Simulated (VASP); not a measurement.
# AlP5 (F-43m) in VASP: a series of runs

The runs below take AlP5 through relaxation of cell and atoms, single point, with PBE.

Program: VASP 6.6.1. These are calculated values, not measurements. Logs are shortened: lines on timing, memory, paths and dates and some standing lists are left out, and cuts for length are marked.

### Step 1. The cell of the first run

Symmetry: F-43m, No. 216, cubic system. Conventional cell: a = 7.134 Å, b = 7.134 Å, c = 7.134 Å, α = 90.00°, β = 90.00°, γ = 90.00°. Within 3.9 Å of Al (site symmetry -43m) lie 16 P at 2.96 to 3.09 Å. Within 3.9 Å of P (site symmetry -43m) lie 12 P at 2.96 Å and 4 Al at 3.09 Å. P (site symmetry 3m) has 9 P at 2.52 to 2.96 Å and 3 Al at 2.96 Å within 3.3 Å.

### Step 2. Relaxation of cell and atoms, PBE

Input file INCAR:

```
PREC = Accurate
ENCUT = 600
EDIFF = 1E-6
ISMEAR = 0
SIGMA = 0.1
LREAL = False
LASPH = True
NELM = 60
ALGO = Normal
ISIF = 3
LWAVE = False
LCHARG = False
GGA = PE
IBRION = 2
NSW = 100
EDIFFG = -0.01
```

Input file KPOINTS:

```
Automatic mesh
0
Gamma
  10 10 10
```

Input file POSCAR:

```
AlP5
1.0
    0.0000000000      3.5669105349      3.5669105349
    3.5669105349      0.0000000000      3.5669105349
    3.5669105349      3.5669105349      0.0000000000
Al P
1 5
Direct
    0.0000000000      0.0000000000      0.0000000000
    0.7500000000      0.7500000000      0.7500000000
    0.3750110064      0.3750110064      0.8749669807
    0.3750110064      0.8749669807      0.3750110064
    0.3750110064      0.3750110064      0.3750110064
    0.8749669807      0.3750110064      0.3750110064
```

Potentials or basis: VASP PAW PBE potentials, release 64 (Al, P).

Started as:

```bash
$ cat potpaw_PBE.64/Al/POTCAR potpaw_PBE.64/P/POTCAR > POTCAR
$ mpirun -np 1 vasp_std > vasp.out
```

OUTCAR:

```text
PREC = Accurate
   ENCUT = 600
   EDIFF = 1E-6
   ISMEAR = 0
   LREAL = False
   LASPH = True
   NELM = 60
   ISIF = 3
   GGA = PE
   IBRION = 2
   NSW = 100
   EDIFFG = -0.01

 ion  position               nearest neighbor table
   1  0.000  0.000  0.000-   3 2.96   4 2.96   6 2.96   5 2.96   5 2.96   5 2.96   3 2.96   4 2.96
                             6 2.96   3 2.96   4 2.96   6 2.96   2 3.09   2 3.09   2 3.09   2 3.09
   2  0.750  0.750  0.750-   3 2.96   4 2.96   3 2.96   6 2.96   4 2.96   6 2.96   5 2.96   5 2.96
                             5 2.96   3 2.96   4 2.96   6 2.96   1 3.09   1 3.09   1 3.09   1 3.09
   3  0.375  0.375  0.875-   4 2.52   5 2.52   6 2.52   5 2.52   4 2.52   6 2.52   2 2.96   2 2.96
                             2 2.96   1 2.96   1 2.96   1 2.96
   4  0.375  0.875  0.375-   3 2.52   5 2.52   6 2.52   3 2.52   5 2.52   6 2.52   2 2.96   2 2.96
                             2 2.96   1 2.96   1 2.96   1 2.96
   5  0.375  0.375  0.375-   3 2.52   4 2.52   6 2.52   3 2.52   4 2.52   6 2.52   2 2.96   2 2.96
                             2 2.96   1 2.96   1 2.96   1 2.96
   6  0.875  0.375  0.375-   3 2.52   4 2.52   5 2.52   5 2.52   3 2.52   4 2.52   2 2.96   2 2.96
                             2 2.96   1 2.96   1 2.96   1 2.96

  LATTYP: Found a face centered cubic cell.
 ALAT       =     7.1338210698

  Lattice vectors:

 A1 = (   0.0000000000,   3.5669105349,   3.5669105349)
 A2 = (   3.5669105349,   0.0000000000,   3.5669105349)
 A3 = (   3.5669105349,   3.5669105349,   0.0000000000)

Analysis of symmetry for initial positions (statically):
=====================================================================
 Subroutine PRICEL returns:
 Original cell was already a primitive cell.

 Routine SETGRP: Setting up the symmetry group for a
 face centered cubic supercell.

 Subroutine GETGRP returns: Found 24 space group operations
 (whereof 24 operations were pure point group operations)
 out of a pool of 48 trial point group operations.

The static configuration has the point symmetry T_d .

Analysis of symmetry for dynamics (positions and initial velocities):
=====================================================================
 Subroutine PRICEL returns:
 Original cell was already a primitive cell.

 Routine SETGRP: Setting up the symmetry group for a
 face centered cubic supercell.

 Subroutine GETGRP returns: Found 24 space group operations
 (whereof 24 operations were pure point group operations)
 out of a pool of 48 trial point group operations.

The dynamic configuration has the point symmetry T_d .

 Subroutine INISYM returns: Found 24 space group operations
 (whereof 24 operations are pure point group operations),
 and found     1 'primitive' translations

----------------------------------------------------------------------------------------

                                     Primitive cell

  volume of cell :      90.7625

  direct lattice vectors                    reciprocal lattice vectors
     0.000000000  3.566910535  3.566910535    -0.140177331  0.140177331  0.140177331
     3.566910535  0.000000000  3.566910535     0.140177331 -0.140177331  0.140177331
     3.566910535  3.566910535  0.000000000     0.140177331  0.140177331 -0.140177331

  length of vectors
     5.044373254  5.044373254  5.044373254     0.242794260  0.242794260  0.242794260

  position of ions in fractional coordinates (direct lattice)
     0.000000000  0.000000000  0.000000000
     0.750000000  0.750000000  0.750000000
     0.375011006  0.375011006  0.874966981
     0.375011006  0.874966981  0.375011006
     0.375011006  0.375011006  0.375011006
     0.874966981  0.375011006  0.375011006

  ion indices of the primitive-cell ions
   primitive index   ion index
                 1           1
                 2           2
                 3           3
                 4           4
                 5           5
                 6           6

----------------------------------------------------------------------------------------

 KPOINTS: Automatic mesh

Automatic generation of k-mesh.
 Grid dimensions read from file:
 generate k-points for:   10   10   10

 Generating k-lattice:

  Cartesian coordinates                     Fractional coordinates (reciprocal lattice)
    -0.014017733  0.014017733  0.014017733     0.100000000  0.000000000  0.000000000
     0.014017733 -0.014017733  0.014017733     0.000000000  0.100000000  0.000000000
     0.014017733  0.014017733 -0.014017733     0.000000000  0.000000000  0.100000000

  Length of vectors
     0.024279426  0.024279426  0.024279426

  Shift w.r.t. Gamma in fractional coordinates (k-lattice)
     0.000000000  0.000000000  0.000000000

 Subroutine IBZKPT returns following result:
 ===========================================

 Found     47 irreducible k-points:

 Following reciprocal coordinates:
            Coordinates               Weight
  0.000000  0.000000  0.000000      1.000000
  0.100000  0.000000  0.000000      8.000000
  0.200000  0.000000  0.000000      8.000000
  0.300000  0.000000  0.000000      8.000000
  0.400000  0.000000  0.000000      8.000000
  0.500000  0.000000  0.000000      4.000000
[... 16 lines left out ...]
  0.300000  0.300000  0.000000      6.000000
  0.400000  0.300000  0.000000     24.000000
 [... further k-points ...]
   k-points           NKPTS =     47   k-points in BZ     NKDIM =     47   number of bands    NBANDS=     18
   number of dos      NEDOS =    301   number of ions     NIONS =      6
   total plane-waves  NPLWV =  64000
   dimension x,y,z NGX =    40 NGY =   40 NGZ =   40
   dimension x,y,z NGXF=    80 NGYF=   80 NGZF=   80
   ions per type =               1   5
   NGX,Y,Z   is equivalent  to a cutoff of  13.18, 13.18, 13.18 a.u.
   NGXF,Y,Z  is equivalent  to a cutoff of  26.37, 26.37, 26.37 a.u.
 SYSTEM =  unknown system
   PREC   = accura    normal or accurate (medium, high low for compatibility)
   ISTART =      0    job   : 0-new  1-cont  2-samecut
   ICHARG =      2    charge: 1-file 2-atom 10-const
   ISPIN  =      1    spin polarized calculation?
   LNONCOLLINEAR =      F non collinear calculations
   LSORBIT =      F    spin-orbit coupling
   LASPH  =      T    aspherical Exc in radial PAW
   ENCUT  =  600.0 eV  44.10 Ry    6.64 a.u.  10.07 10.07 10.07*2*pi/ulx,y,z
   NELM   =     60;   NELMIN=  2; NELMDL= -5     # of ELM steps
   EDIFF  = 0.1E-05   stopping-criterion for ELM
   LREAL  =      F    real-space projection
   EDIFFG = -.1E-01   stopping-criterion for IOM
   NSW    =    100    number of steps for IOM
   IBRION =      2    ionic relax: 0-MD 1-quasi-New 2-CG
   NFREE  =      1    steps in history (QN), initial steepest desc. (CG)
   ISIF   =      3    stress and relaxation
   ISYM   =      2    0-nonsym 1-usesym 2-fastsym
   POTIM  = 0.5000    time-step for ionic-motion
   TEBEG  =    0.0;   TEEND  =   0.0 temperature during run
   PSTRESS=    0.0 pullay stress
   NELECT =      28.0000    total number of electrons
   NUPDOWN=      -1.0000    fix difference up-down
   EMIN   =  10.00;   EMAX   =-10.00  energy-range for DOS
   EFERMI =   0.00;   METHOD = LEGACY
   ISMEAR =     0;   SIGMA  =   0.10  broadening in eV -4-tet -1-fermi 0-gaus
   EFERMI_NEDOS =   21; number of points for ismear=-14 and -15
   IALGO  =     38    algorithm
   IMIX   =      4    mixing-type and parameters
     AMIX     =   0.40;   BMIX     =  1.00
     AMIX_MAG =   1.60;   BMIX_MAG =  1.00
  volume/ion in A,a.u.               =      15.13       102.08
  Fermi-wavevector in a.u.,A,eV,Ry     =   1.106179  2.090375 16.648515  1.223631
  Thomas-Fermi vector in A             =   2.242676
   LORBIT       =      0    0 simple, 1 ext, 2 COOP (PROOUT), +10 PAW based schemes
   GGA     = PE    functional components
   LHFCALC =     F    Hartree Fock is set to
   AEXX    =    0.0000 exact exchange contribution
   IVDW    =     0    specifies the selected vdW correction
   LEPSILON=     F    determine dielectric tensor
   LRPA    =     F    only Hartree local field effects (RPA)
 conjugate gradient relaxation of ions
 non-spin polarized calculation
 Gauss-broadening in eV      SIGMA  =   0.10
  energy-cutoff  :      600.00
  volume of cell :       90.76
 maximum number of plane-waves:      3071
   NGX = 21   NGY = 21   NGZ = 21

--------------------------------------- Ionic step        1  -------------------------------------------

 number of electron      28.0000003 magnetization

 Free energy of the ion-electron system (eV)
  ---------------------------------------------------
  ext. energy  EPLUGINS =         0.00000000
  ---------------------------------------------------
  free energy    TOTEN  =       -26.51128321 eV

  energy without entropy =      -26.50082999  energy(sigma->0) =      -26.50605660

------------------------ aborting loop because EDIFF is reached ----------------------------------------

  FORCE on cell =-STRESS in cart. coord.  units (eV):
  Direction    XX          YY          ZZ          XY          YZ          ZX
  --------------------------------------------------------------------------------------
  -------------------------------------------------------------------------------------
  Total        0.5064683      0.5064683      0.5064683      0.0000000      0.0000000     -0.0000000
  in kB        8.9403842      8.9403842      8.9403842      0.0000000      0.0000000     -0.0000000
  external PRESSURE =       8.9403842 kB  Pullay stress =       0.0000000 kB
[... 101 lines left out ...]
  FREE ENERGIE OF THE ION-ELECTRON SYSTEM (eV)
  ---------------------------------------------------
  free  energy   TOTEN  =       -26.5153958872 eV

  energy  without entropy=      -26.5048123512  energy(sigma->0) =      -26.51010412

[... ionic steps 4 to 7 ...]

--------------------------------------- Ionic step        8  -------------------------------------------

 number of electron      28.0000000 magnetization

------------------------ aborting loop because EDIFF is reached ----------------------------------------
[... 75 lines left out ...]
--------------------------------------- Ionic step       10  -------------------------------------------

 number of electron      28.0000000 magnetization

 Free energy of the ion-electron system (eV)
  ---------------------------------------------------
  ext. energy  EPLUGINS =         0.00000000
  ---------------------------------------------------
  free energy    TOTEN  =       -26.51998518 eV

  energy without entropy =      -26.51039363  energy(sigma->0) =      -26.51518940

 E-fermi :   9.0525     XC(G=0): -11.0615

 val. band max:        9.0227671259   @ k =   0.5000   0.5000   0.0000
 cond. band min:       9.0791915864   @ k =  -0.3000   0.2000   0.0000
 fundamental gap:      0.0564244604
 Fermi energy:         9.0525320645

 k-point     1 :       0.0000    0.0000    0.0000
  band No.  band energies     occupation
      1      -6.9667      2.00000
      2      -0.0777      2.00000
      3       0.2660      2.00000
      4       0.3400      2.00000
      5       0.3400      2.00000
      6       0.3400      2.00000
[... 481 lines left out ...]
      5      -0.4467      2.00000
      6       1.8138      2.00000
[... 10 lines left out ...]
     17      10.2339      0.00000
     18      10.2350      0.00000

 [... further k-points ...]
[... 5 lines left out ...]
  --------------------------------------------------------------------------------------
  -------------------------------------------------------------------------------------
  Total       -0.0112766     -0.0112766     -0.0112766      0.0000000      0.0000000      0.0000000
  in kB       -0.1963543     -0.1963543     -0.1963543      0.0000000      0.0000000      0.0000000
  external PRESSURE =      -0.1963543 kB  Pullay stress =       0.0000000 kB
[... 21 lines left out ...]
  FREE ENERGIE OF THE ION-ELECTRON SYSTEM (eV)
  ---------------------------------------------------
  free  energy   TOTEN  =       -26.5199851763 eV

  energy  without entropy=      -26.5103936251  energy(sigma->0) =      -26.51518940

 reached required accuracy - stopping structural energy minimisation
```

Run time: 4.1 min. Hardware: 1 thread of Intel Xeon 6975P-C (Granite Rapids), shared host; peak memory 0.28 GiB.

What came out:

| Item | Value |
| --- | --- |
| Free energy | -26.5200 eV |
| Relaxed volume | 15.34 Å³/atom |
| Relaxed cell | a = 5.067 Å, b = 5.067 Å, c = 5.067 Å, α = 60.00°, β = 60.00°, γ = 60.00° |
| Space group after relaxing (to 0.05 Å) | F-43m (No. 216) |
| Energy gained by relaxing | 1.5 meV/atom |
| Ionic steps | 10 |
| Pressure after relaxing | 0.0 GPa |
| Band gap on the k mesh | zero (band 14 reaches 9.49 eV, above the bottom of band 15 at 6.76 eV) |

Step by step:
```
step  energy change (eV)  largest force (eV/Å)  pressure (GPa)  volume (Å³)
   1              0.0000                0.0897            0.89        90.76
   2             -0.0041                0.0728           -0.11        91.88
   3             -0.0041                0.0718           -0.18        91.96
   4             -0.0053                0.0614           -0.14        91.91
   5             -0.0077                0.0319            0.03        91.78
   6             -0.0070                0.0422            0.61        91.50
   7             -0.0084                0.0085            0.21        91.67
   8             -0.0084                0.0023            0.24        91.66
   9             -0.0086                0.0025           -0.20        92.26
  10             -0.0087                0.0026           -0.02        92.01
```

Final structure:
```yaml
crystal:
  lattice:
    - [0.00000, 3.58321, 3.58321]
    - [3.58321, 0.00000, 3.58321]
    - [3.58321, 3.58321, 0.00000]
  atoms:
    - { symbol: Al, position: [0.00000, 0.00000, 0.00000] }
    - { symbol: P, position: [0.75000, 0.75000, 0.75000] }
    - { symbol: P, position: [0.37792, 0.37792, 0.86624] }
    - { symbol: P, position: [0.37792, 0.86624, 0.37792] }
    - { symbol: P, position: [0.37792, 0.37792, 0.37792] }
    - { symbol: P, position: [0.86624, 0.37792, 0.37792] }
```

### Step 3. Single point, PBE

This run uses another cell than the first one, of 21.10 Å³/atom, 1.395 times its volume.

Input file INCAR:

```
SYSTEM = AlP5
PREC     = Accurate       ! precision mode
ENCUT    = 500            ! plane-wave cutoff, eV
EDIFF    = 1E-6           ! SCF threshold, eV
ISMEAR   = 0              ! smearing method
SIGMA    = 0.1            ! smearing width, eV
LREAL    = .FALSE.        ! projectors in reciprocal space
LASPH    = .TRUE.         ! aspherical terms in the spheres
NELM     = 120            ! most SCF steps
ALGO     = Normal         ! electronic algorithm
ISIF     = 2              ! what is computed and relaxed
LWAVE    = .FALSE.        ! write WAVECAR
LCHARG   = .FALSE.        ! write CHGCAR
GGA      = PE             ! functional
NBANDS   = 23             ! bands
GGA_COMPAT= .FALSE.
```

Input file KPOINTS:

```
regular mesh
0
G
  4 4 4
  0 0 0
```

Input file POSCAR:

```
AlP5
1.0
    0.0000000000      3.9856235800      3.9856235800
    3.9856235800      0.0000000000      3.9856235800
    3.9856235800      3.9856235800      0.0000000000
Al P
1 5
Direct
    0.0000000000      0.0000000000      0.0000000000
    0.2500000000      0.2500000000      0.2500000000
    0.1295901500      0.6234699500      0.6234699500
    0.6234699500      0.6234699500      0.6234699500
    0.6234699500      0.6234699500      0.1295901500
    0.6234699500      0.1295901500      0.6234699500
```

Potentials or basis: VASP PAW PBE potentials, release 64 (Al, P).

Started as:

```bash
$ cat potpaw_PBE.64/Al/POTCAR potpaw_PBE.64/P/POTCAR > POTCAR
$ mpirun -np 1 vasp_std > vasp.out
```

It took 14 s on 1 thread of Intel Xeon Platinum 8559C (Emerald Rapids), shared host; peak memory 0.24 GiB.

It converged, with:

| Quantity | Value |
| --- | --- |
| Free energy | -24.9609 eV |
| Pressure | -14.5 GPa |
| Largest force | 0.307 eV/Å |
| Band gap on the k mesh | zero (band 14 reaches 5.27 eV, above the bottom of band 15 at 3.92 eV) |

Forces in eV/Å, atoms in the order of the input:
```
Al   0.000  0.000  0.000
P    0.000  0.000  0.000
P   -0.177  0.177  0.177
P   -0.177 -0.177 -0.177
P    0.177  0.177 -0.177
P    0.177 -0.177  0.177
```

Levels at points of the mesh, in eV from the Fermi level:
| k point | band 11 | band 12 | band 13 | band 14 | band 15 | band 16 | band 17 | band 18 |
| --- | --- | --- | --- | --- | --- | --- | --- | --- |
| (0.00, 0.00, 0.00) | -2.53 | -2.49 | -1.25 | -1.25 | -1.25 | 3.08 | 3.08 | 3.08 |
| (0.50, 0.00, 0.00) | -1.62 | -1.25 | -1.08 | -1.08 | 0.10 | 0.63 | 1.34 | 1.34 |
| (0.50, 0.50, 0.00) | -0.89 | -0.89 | -0.73 | -0.52 | -0.34 | 0.05 | 0.78 | 1.00 |
